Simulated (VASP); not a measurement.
Ag, 2 atoms in the cell. Symmetry: P6_3/mmc, No. 194, hexagonal system. Conventional cell: a = 2.930 Å, b = 2.930 Å, c = 4.742 Å, α = 90.00°, β = 90.00°, γ = 120.00°. Within 3.8 Å of Ag (site symmetry -6m2) lie 12 Ag at 2.91 to 2.93 Å. This isn't the form of Ag at room conditions, which is fcc. This cell differs from its parent crystal: zz strain of -1 %.

| Quantity | Value |
| --- | --- |
| Program | VASP 6.6.1 |
| Task | electric field gradients |
| Functional | LDA |
| Potentials or basis | VASP PAW LDA potentials, release 64 (Ag) |
| Cutoff | 520 eV |
| k mesh | 14 × 14 × 8 |
| Occupations | fermi-dirac, width 0.05 eV |
| Spin | no spin polarisation |
| Dipole correction | no |
| Further INCAR settings | ALGO = Normal; EDIFF = 1e-08; NBANDS = 18 |

Potentials or basis: VASP PAW LDA potentials, release 64 (Ag).

The run is started by

```console
$ cat potpaw_LDA.64/Ag/POTCAR > POTCAR
$ mpirun -np 1 vasp_std > vasp.out
```

Hardware: 1 thread of Intel Xeon 8259CL, with other jobs on the host.

Task: Estimate the wall time of this run.

Result: Wall time 66 s on 1 thread of Intel Xeon 8259CL (shared host), peak memory 0.18 GiB. Counts: scf iterations 12, k points 120.
